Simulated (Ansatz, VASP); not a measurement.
## Two plane-wave programs on P

File INCAR:

```
SYSTEM = P
ALGO = Normal ; EDIFF = 1E-7
EDIFFG = -0.025 ; ENCUT = 600
GGA = PE ; IBRION = 2
ISIF = 3 ; ISMEAR = 0
LASPH = .True. ; LCHARG = .False.
LREAL = .False. ; LWAVE = .False.
NELM = 60 ; NSW = 80
PREC = Accurate ; SIGMA = 0.2
```

Contents of KPOINTS:

```
k-points
0
Gamma
  4 4 4
  0 0 0
```

Contents of POSCAR:

```
P
1.0
    4.8283021098     -0.0282737953     -0.0081820746
   -0.0282737953      4.8432264388     -0.0716318099
   -0.0081820746     -0.0716318099      4.7553322498
P
8
Direct
    0.2921504147      0.2967457647      0.2602982457
    0.2446270238      0.2149567320      0.7224405786
    0.2261748400      0.7649786890      0.2369750300
    0.1834673288      0.7404593327      0.7638415899
    0.7621433864      0.2412234407      0.2186820218
    0.7405455939      0.2524291071      0.7393057288
    0.7483436582      0.7450989731      0.3004417186
    0.8025477543      0.7441079606      0.7580150867
```

Input for Ansatz:

```yaml
crystal:
  lattice:
    - [4.8283021098, -0.0282737953, -0.0081820746]
    - [-0.0282737953, 4.8432264388, -0.0716318099]
    - [-0.0081820746, -0.0716318099, 4.7553322498]
  atoms:
    - { symbol: P, position: [0.2921504147, 0.2967457647, 0.2602982457] }
    - { symbol: P, position: [0.2446270238, 0.214956732, 0.7224405786] }
    - { symbol: P, position: [0.22617484, 0.764978689, 0.23697503] }
    - { symbol: P, position: [0.1834673288, 0.7404593327, 0.7638415899] }
    - { symbol: P, position: [0.7621433864, 0.2412234407, 0.2186820218] }
    - { symbol: P, position: [0.7405455939, 0.2524291071, 0.7393057288] }
    - { symbol: P, position: [0.7483436582, 0.7450989731, 0.3004417186] }
    - { symbol: P, position: [0.8025477543, 0.7441079606, 0.7580150867] }
basis:
  ecutwfc: 420
kpoints:
  mp_grid: { grid: [4, 4, 4] }
hamiltonian:
  xc: pbe
scf:
  occupations: { method: gaussian, width: 0.2 }
  lower_state_search: "off"
output:
  forces: true
  stress: true
  eigenvalues: true
relax:
  adjacent_minimum: "off"
  f_tol: 0.025
  max_steps: 60
  cell: { stress_tol: 0.25 }
```

Change from the starting cell: cell x8, atoms moved at random (sigma 0.15 Å) and cell strained at random (1.5 %), then relaxed without symmetry.

Alike in both runs: task relaxation of cell and atoms; functional PBE; k mesh 4 × 4 × 4; occupations gaussian, width 0.2 eV; no spin polarisation.

|  | VASP | Ansatz |
| --- | --- | --- |
| version | VASP 6.6.1 | Ansatz 0.2.0 |
| potentials or method | VASP PAW PBE potentials, release 64 (P), cutoff 600 eV | scalar-relativistic, plane waves, PAW |
| valence electrons in the cell | 40 | 40 |

```tsv
	VASP	Ansatz	Ansatz less VASP
gap on the k mesh at the Fermi level, each at its own relaxed structure (eV)	none	none	-
relaxed volume (Å³/atom)	16.39	16.36	-0.027
relaxed cell length with the largest relative difference (Å)	5.093	5.087	-0.0063
```

A gap of «none» marks a metal or a gap that the smearing closes.

Noted on VASP's run: the volume moved by over 15 % at a fixed basis, so the end points are rough.
